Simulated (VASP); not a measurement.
Write the native input for VASP 6.6.1 that does the following.

```yaml
Task: relaxation of cell and atoms
Functional: PBE
Potentials_or_basis: VASP PAW PBE potentials, release 64 (Li_sv, Se)
Cutoff: 750 eV
k_mesh: 8 × 8 × 8
Occupations: gaussian, width 0.02 eV
Spin: no spin polarisation
Dipole_correction: no
Further_INCAR_settings: ALGO = Normal; EDIFF = 1e-07; IBRION = 2; EDIFFG = -0.005; NSW = 100; ISIF = 3
```

The structure of Li2Se lies in POSCAR:

```
Li2Se
1.0
    0.0000000000      2.9760442648      2.9760442648
    2.9760442648      0.0000000000      2.9760442648
    2.9760442648      2.9760442648      0.0000000000
Li Se
2 1
Direct
    0.7500000000      0.7500000000      0.7500000000
    0.2500000000      0.2500000000      0.2500000000
    0.0000000000      0.0000000000      0.0000000000
```

The input as run:

INCAR

```
SYSTEM = Li2Se
PREC     = Accurate       ! precision mode
ENCUT    = 750            ! plane-wave cutoff, eV
EDIFF    = 1E-7           ! SCF threshold, eV
ISMEAR   = 0              ! smearing method
SIGMA    = 0.02           ! smearing width, eV
LREAL    = .FALSE.        ! projectors in reciprocal space
LASPH    = .TRUE.         ! aspherical terms in the spheres
NELM     = 120            ! most SCF steps
ALGO     = Normal         ! electronic algorithm
ISIF     = 3              ! what is computed and relaxed
LWAVE    = .FALSE.        ! write WAVECAR
LCHARG   = .FALSE.        ! write CHGCAR
GGA      = PE             ! functional
IBRION   = 2              ! ionic algorithm
NSW      = 100            ! ionic steps
EDIFFG   = -0.005         ! ionic threshold
GGA_COMPAT= .FALSE.      
NELMIN   = 4
```

KPOINTS

```
regular mesh
0
G
  8 8 8
  0 0 0
```

Potentials or basis: VASP PAW PBE potentials, release 64 (Li_sv, Se).

Launch:

```bash
$ cat potpaw_PBE.64/Li_sv/POTCAR potpaw_PBE.64/Se/POTCAR > POTCAR
$ mpirun -np 1 vasp_std > vasp.out
```

It gave:

- Relaxed volume: 18.02 Å³/atom
- Relaxed cell: a = 4.244 Å, b = 4.244 Å, c = 4.244 Å, α = 60.00°, β = 60.00°, γ = 60.00°
- Space group after relaxing (to 0.1 Å): Fm-3m (No. 225)
- Energy gained by relaxing: 1.2 meV/atom
- Ionic steps: 3
- Pressure after relaxing: 0.0 GPa
- Band gap on the k mesh: 2.97 eV (least direct gap 3.39 eV)

It took 110 s on 1 thread of Oxide Virtual Turin-like Processor, on a shared host, peak memory 0.21 GiB.
